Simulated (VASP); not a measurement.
# NaF (Pm-3m) in VASP: single point with PBE

Aim: the single point of NaF with PBE.

Program: VASP 6.6.1. These are calculated values, not measurements. Logs are shortened: lines on timing, memory, paths and dates and some standing lists are left out, and cuts for length are marked.

## (1) The cell of the first run

Symmetry: Pm-3m, No. 221, cubic system. The conventional cell has a = 2.927 Å, b = 2.927 Å, c = 2.927 Å, α = 90.00°, β = 90.00°, γ = 90.00°. Within 3.3 Å of Na (site symmetry m-3m) lie 8 F at 2.54 Å and 6 Na at 2.93 Å. F (site symmetry m-3m) has 8 Na at 2.54 Å and 6 F at 2.93 Å within 3.3 Å.

## (2) Single point, PBE

File INCAR:

```
SYSTEM = NaF
  ALGO = Normal
  EDIFF = 1E-7
  ENCUT = 520
  GGA = PE
  ISIF = 2
  ISMEAR = 0
  LASPH = .TRUE.
  LCHARG = .FALSE.
  LREAL = .FALSE.
  LWAVE = .FALSE.
  NBANDS = 14
  NELM = 80
  PREC = Accurate
  SIGMA = 0.05
```

File KPOINTS:

```
k-points
0
G
  10 10 10
  0 0 0
```

File POSCAR:

```
NaF
1.0
   -0.9757248584      1.9514497168      1.9514497168
    1.9514497168     -0.9757248584      1.9514497168
    1.9514497168      1.9514497168     -0.9757248584
Na F
1 1
Direct
    0.0000000000      0.0000000000      0.0000000000
    0.5000000000      0.5000000000      0.5000000000
```

Potentials or basis: VASP PAW PBE potentials, release 64 (Na_pv, F).

Run with:

```bash
$ cat potpaw_PBE.64/Na_pv/POTCAR potpaw_PBE.64/F/POTCAR > POTCAR
$ mpirun -np 1 vasp_std > vasp.out
```

OUTCAR:

```text
SYSTEM = NaF
   EDIFF = 1E-7
   ENCUT = 520
   GGA = PE
   ISIF = 2
   ISMEAR = 0
   LASPH = .TRUE.
   LREAL = .FALSE.
   NELM = 80
   PREC = Accurate

 ion  position               nearest neighbor table
   1  0.000  0.000  0.000-
   2  0.500  0.500  0.500-

  LATTYP: Found a simple cubic cell.
 ALAT       =     2.9271745752

  Lattice vectors:

 A1 = (  -0.9757248584,   1.9514497168,   1.9514497168)
 A2 = (   1.9514497168,  -0.9757248584,   1.9514497168)
 A3 = (   1.9514497168,   1.9514497168,  -0.9757248584)

Analysis of symmetry for initial positions (statically):
=====================================================================
 Subroutine PRICEL returns:
 Original cell was already a primitive cell.

 Routine SETGRP: Setting up the symmetry group for a
 simple cubic supercell.

 Subroutine GETGRP returns: Found 48 space group operations
 (whereof 48 operations were pure point group operations)
 out of a pool of 48 trial point group operations.

The static configuration has the point symmetry O_h .

Analysis of symmetry for dynamics (positions and initial velocities):
=====================================================================
 Subroutine PRICEL returns:
 Original cell was already a primitive cell.

 Routine SETGRP: Setting up the symmetry group for a
 simple cubic supercell.

 Subroutine GETGRP returns: Found 48 space group operations
 (whereof 48 operations were pure point group operations)
 out of a pool of 48 trial point group operations.

The dynamic configuration has the point symmetry O_h .

 Subroutine INISYM returns: Found 48 space group operations
 (whereof 48 operations are pure point group operations),
 and found     1 'primitive' translations

----------------------------------------------------------------------------------------

                                     Primitive cell

  volume of cell :      25.0811

  direct lattice vectors                    reciprocal lattice vectors
    -0.975724858  1.951449717  1.951449717    -0.113875454  0.227750908  0.227750908
     1.951449717 -0.975724858  1.951449717     0.227750908 -0.113875454  0.227750908
     1.951449717  1.951449717 -0.975724858     0.227750908  0.227750908 -0.113875454

  length of vectors
     2.927174575  2.927174575  2.927174575     0.341626362  0.341626362  0.341626362

  position of ions in fractional coordinates (direct lattice)
     0.000000000  0.000000000  0.000000000
     0.500000000  0.500000000  0.500000000

  ion indices of the primitive-cell ions
   primitive index   ion index
                 1           1
                 2           2

----------------------------------------------------------------------------------------

 KPOINTS: k-points

Automatic generation of k-mesh.
 Grid dimensions read from file:
 generate k-points for:   10   10   10

 Generating k-lattice:

  Cartesian coordinates                     Fractional coordinates (reciprocal lattice)
    -0.011387545  0.022775091  0.022775091     0.100000000  0.000000000  0.000000000
     0.022775091 -0.011387545  0.022775091     0.000000000  0.100000000  0.000000000
     0.022775091  0.022775091 -0.011387545     0.000000000  0.000000000  0.100000000

  Length of vectors
     0.034162636  0.034162636  0.034162636

  Shift w.r.t. Gamma in fractional coordinates (k-lattice)
     0.000000000  0.000000000  0.000000000

 Subroutine IBZKPT returns following result:
 ===========================================

 Found     56 irreducible k-points:

 Following reciprocal coordinates:
            Coordinates               Weight
  0.000000  0.000000  0.000000      1.000000
  0.100000  0.000000  0.000000      6.000000
  0.200000  0.000000  0.000000      6.000000
  0.300000  0.000000  0.000000      6.000000
  0.400000  0.000000  0.000000      6.000000
  0.500000  0.000000  0.000000      3.000000
[... 16 lines left out ...]
  0.200000  0.100000  0.100000     24.000000
  0.300000  0.100000  0.100000     24.000000
 [... further k-points ...]
   k-points           NKPTS =     56   k-points in BZ     NKDIM =     56   number of bands    NBANDS=     14
   number of dos      NEDOS =    301   number of ions     NIONS =      2
   total plane-waves  NPLWV =  13824
   dimension x,y,z NGX =    24 NGY =   24 NGZ =   24
   dimension x,y,z NGXF=    48 NGYF=   48 NGZF=   48
   ions per type =               1   1
   NGX,Y,Z   is equivalent  to a cutoff of  13.63, 13.63, 13.63 a.u.
   NGXF,Y,Z  is equivalent  to a cutoff of  27.26, 27.26, 27.26 a.u.
 SYSTEM =  NaF
   PREC   = accura    normal or accurate (medium, high low for compatibility)
   ISTART =      0    job   : 0-new  1-cont  2-samecut
   ICHARG =      2    charge: 1-file 2-atom 10-const
   ISPIN  =      1    spin polarized calculation?
   LNONCOLLINEAR =      F non collinear calculations
   LSORBIT =      F    spin-orbit coupling
   LASPH  =      T    aspherical Exc in radial PAW
   ENCUT  =  520.0 eV  38.22 Ry    6.18 a.u.   5.44  5.44  5.44*2*pi/ulx,y,z
   NELM   =     80;   NELMIN=  2; NELMDL= -5     # of ELM steps
   EDIFF  = 0.1E-06   stopping-criterion for ELM
   LREAL  =      F    real-space projection
   EDIFFG = 0.1E-05   stopping-criterion for IOM
   NSW    =      0    number of steps for IOM
   IBRION =     -1    ionic relax: 0-MD 1-quasi-New 2-CG
   NFREE  =      0    steps in history (QN), initial steepest desc. (CG)
   ISIF   =      2    stress and relaxation
   ISYM   =      2    0-nonsym 1-usesym 2-fastsym
   POTIM  = 0.5000    time-step for ionic-motion
   TEBEG  =    0.0;   TEEND  =   0.0 temperature during run
   PSTRESS=    0.0 pullay stress
   NELECT =      14.0000    total number of electrons
   NUPDOWN=      -1.0000    fix difference up-down
   EMIN   =  10.00;   EMAX   =-10.00  energy-range for DOS
   EFERMI =   0.00;   METHOD = LEGACY
   ISMEAR =     0;   SIGMA  =   0.05  broadening in eV -4-tet -1-fermi 0-gaus
   EFERMI_NEDOS =   21; number of points for ismear=-14 and -15
   IALGO  =     38    algorithm
   IMIX   =      4    mixing-type and parameters
     AMIX     =   0.40;   BMIX     =  1.00
     AMIX_MAG =   1.60;   BMIX_MAG =  1.00
  volume/ion in A,a.u.               =      12.54        84.63
  Fermi-wavevector in a.u.,A,eV,Ry     =   1.347935  2.547227 24.720809  1.816928
  Thomas-Fermi vector in A             =   2.475645
   LORBIT       =      0    0 simple, 1 ext, 2 COOP (PROOUT), +10 PAW based schemes
   GGA     = PE    functional components
   LHFCALC =     F    Hartree Fock is set to
   AEXX    =    0.0000 exact exchange contribution
   IVDW    =     0    specifies the selected vdW correction
   LEPSILON=     F    determine dielectric tensor
   LRPA    =     F    only Hartree local field effects (RPA)
 non-spin polarized calculation
 Gauss-broadening in eV      SIGMA  =   0.05
  energy-cutoff  :      520.00
  volume of cell :       25.08
 maximum number of plane-waves:       695
 NGX is ok and might be reduce to    24
   NGX = 11   NGY = 11   NGZ = 11

 number of electron      14.0000000 magnetization

 Free energy of the ion-electron system (eV)
  ---------------------------------------------------
  ext. energy  EPLUGINS =         0.00000000
  ---------------------------------------------------
  free energy    TOTEN  =        -8.24030107 eV

  energy without entropy =       -8.24030107  energy(sigma->0) =       -8.24030107

 E-fermi :  -1.1045     XC(G=0):  -9.2376

 val. band max:       -1.3508900674   @ k =   0.5000   0.5000   0.0000
 cond. band min:       3.9296704041   @ k =   0.0000   0.0000   0.0000
 fundamental gap:      5.2805604715
 Fermi energy:        -1.1044830608

 k-point     1 :       0.0000    0.0000    0.0000
  band No.  band energies     occupation
      1     -21.6999      2.00000
      2     -21.6999      2.00000
      3     -21.6999      2.00000
      4     -20.8936      2.00000
      5      -1.6362      2.00000
      6      -1.6362      2.00000
      7      -1.6362      2.00000
      8       3.9297      0.00000
      9      13.7599      0.00000
     10      13.7599      0.00000
     11      20.5170      0.00000
     12      20.5170      0.00000
     13      20.5170      0.00000
     14      27.9062      0.00000

 k-point     2 :       0.1000    0.0000    0.0000
  band No.  band energies     occupation
      1     -21.7515      2.00000
      2     -21.6981      2.00000
      3     -21.6981      2.00000
      4     -20.8367      2.00000
      5      -1.8734      2.00000
      6      -1.6252      2.00000
      7      -1.6252      2.00000
      8       4.2446      0.00000
      9      13.5132      0.00000
     10      13.9326      0.00000
     11      20.5084      0.00000
     12      20.5084      0.00000
     13      20.8487      0.00000
     14      26.9202      0.00000

 k-point     3 :       0.2000    0.0000    0.0000
  band No.  band energies     occupation
      1     -21.8654      2.00000
      2     -21.6933      2.00000
      3     -21.6933      2.00000
      4     -20.7074      2.00000
      5      -2.4208      2.00000
      6      -1.5964      2.00000
      7      -1.5964      2.00000
      8       5.0559      0.00000
      9      12.7811      0.00000
     10      14.4494      0.00000
     11      20.4894      0.00000
     12      20.4894      0.00000
     13      21.8861      0.00000
     14      24.9797      0.00000
[... 324 lines left out ...]
 k-point    23 :       0.2000    0.1000    0.1000
  band No.  band energies     occupation
      1     -21.8640      2.00000
      2     -21.7199      2.00000
      3     -21.7081      2.00000
      4     -20.6566      2.00000
      5      -2.3875      2.00000
      6      -1.7984      2.00000
      7      -1.7294      2.00000
      8       5.5611      0.00000
      9      13.0057      0.00000
     10      14.0658      0.00000
     11      19.1179      0.00000
     12      21.4657      0.00000
     13      22.8605      0.00000
     14      22.9970      0.00000

 k-point    24 :       0.3000    0.1000    0.1000
  band No.  band energies     occupation
      1     -21.9573      2.00000
      2     -21.7111      2.00000
      3     -21.7018      2.00000
      4     -20.5522      2.00000
      5      -2.9209      2.00000
      6      -1.7436      2.00000
      7      -1.6873      2.00000
      8       6.5903      0.00000
      9      11.9019      0.00000
     10      14.7176      0.00000
     11      19.2716      0.00000
     12      20.4086      0.00000
     13      22.1931      0.00000
     14      22.7117      0.00000

 [... further k-points ...]

------------------------ aborting loop because EDIFF is reached ----------------------------------------

  FORCE on cell =-STRESS in cart. coord.  units (eV):
  Direction    XX          YY          ZZ          XY          YZ          ZX
  --------------------------------------------------------------------------------------
  -------------------------------------------------------------------------------------
  Total       -0.4533992     -0.4533992     -0.4533992      0.0000000     -0.0000000     -0.0000000
  in kB      -28.9631299    -28.9631299    -28.9631299      0.0000000     -0.0000000     -0.0000000
  external PRESSURE =     -28.9631299 kB  Pullay stress =       0.0000000 kB

 VOLUME and BASIS-vectors are now :
 -----------------------------------------------------------------------------
  energy-cutoff  :      520.00
  volume of cell :       25.08
      direct lattice vectors                 reciprocal lattice vectors
    -0.975724858  1.951449717  1.951449717    -0.113875454  0.227750908  0.227750908
     1.951449717 -0.975724858  1.951449717     0.227750908 -0.113875454  0.227750908
     1.951449717  1.951449717 -0.975724858     0.227750908  0.227750908 -0.113875454

 POSITION                                       TOTAL-FORCE (eV/Angst)
 -----------------------------------------------------------------------------------
      0.00000      0.00000      0.00000        -0.000000     -0.000000     -0.000000
      1.46359      1.46359      1.46359         0.000000      0.000000      0.000000
 -----------------------------------------------------------------------------------
    total drift:                               -0.000000     -0.000000      0.000000

  FREE ENERGIE OF THE ION-ELECTRON SYSTEM (eV)
  ---------------------------------------------------
  free  energy   TOTEN  =        -8.2403010735 eV

  energy  without entropy=       -8.2403010735  energy(sigma->0) =       -8.24030107
```

It took 34 s on 1 thread of Intel Xeon 8259CL, shared host; peak memory 0.14 GiB.

What came out:

* Free energy: -8.2403 eV
* Pressure: -2.9 GPa
* Band gap on the k mesh: 5.28 eV (least direct gap 5.57 eV)

Levels at points of the mesh, in eV from the valence-band top:
| k point | band 5 | band 6 | band 7 | band 8 | band 9 | band 10 |
| --- | --- | --- | --- | --- | --- | --- |
| (0.00, 0.00, 0.00) | -0.29 | -0.29 | -0.29 | 5.28 | 15.11 | 15.11 |
| (0.50, 0.00, 0.00) | -2.22 | -0.17 | -0.17 | 9.82 | 10.61 | 18.87 |
| (0.50, 0.50, 0.00) | -1.58 | -1.58 | 0.00 | 11.10 | 13.88 | 13.88 |
| (0.50, 0.50, 0.50) | -1.34 | -1.34 | -1.34 | 13.41 | 13.41 | 13.41 |

 A k mesh can miss the band edges.
